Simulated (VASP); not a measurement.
Here is a VASP 6.6.1 calculation.

POSCAR

```
Pb
1.0
    0.0000000000      2.5235621278      2.5235621278
    2.5235621278      0.0000000000      2.5235621278
    2.5235621278      2.5235621278      0.0000000000
Pb
1
Direct
    0.0000000000      0.0000000000      0.0000000000
```

File INCAR.step1:

```
SYSTEM = Pb
PREC     = Accurate       ! precision mode
ENCUT    = 520            ! plane-wave cutoff, eV
EDIFF    = 1E-5           ! SCF threshold, eV
ISMEAR   = -1             ! smearing method
SIGMA    = 0.05           ! smearing width, eV
LREAL    = .FALSE.        ! projectors in reciprocal space
LASPH    = .TRUE.         ! aspherical terms in the spheres
NELM     = 100            ! most SCF steps
ALGO     = Normal         ! electronic algorithm
ISIF     = 2              ! what is computed and relaxed
LWAVE    = .TRUE.         ! write WAVECAR
GGA      = PE             ! functional
NBANDS   = 13             ! bands
```

INCAR.step2

```
SYSTEM = Pb
PREC     = Accurate       ! precision mode
ENCUT    = 520            ! plane-wave cutoff, eV
EDIFF    = 1E-6           ! SCF threshold, eV
ISMEAR   = -1             ! smearing method
SIGMA    = 0.05           ! smearing width, eV
LREAL    = .FALSE.        ! projectors in reciprocal space
LASPH    = .TRUE.         ! aspherical terms in the spheres
NELM     = 100            ! most SCF steps
ALGO     = Normal         ! electronic algorithm
ISIF     = 2              ! what is computed and relaxed
LWAVE    = .FALSE.        ! write WAVECAR
LCHARG   = .TRUE.         ! write CHGCAR
GGA      = PE             ! functional
LHFCALC  = .TRUE.         ! exact exchange
HFSCREEN = 0.2079         ! screening, 1/A
PRECFOCK = Normal       
LELF     = .TRUE.         ! ELF
LVHAR    = .TRUE.       
ISTART   = 1            
NBANDS   = 13             ! bands
```

File KPOINTS:

```
Automatic mesh
0
G
  5 5 5
  0 0 0
```

Potentials or basis: VASP PAW PBE potentials, release 64 (Pb_d).

Command:

```console
$ cat potpaw_PBE.64/Pb_d/POTCAR > POTCAR
$ cp INCAR.step1 INCAR
$ mpirun -np 1 vasp_std > vasp.out
$ cp INCAR.step2 INCAR
$ mpirun -np 1 vasp_std > vasp.out
```

(1) Estimate the band gap on the k mesh.

(2) What does it give for the pressure?

## Answers

(1) zero (bands 7 and 8 overlap by 8.31 eV).

(2) -2.1 GPa.

Caveat: the k points lie up to 0.43 Å⁻¹ apart, too coarse for converged energies and pressures of a metal; the PAW data sets were made with another functional, which shifts forces and pressure a little; spin-orbit coupling is left out, which moves the levels of the heavy elements.
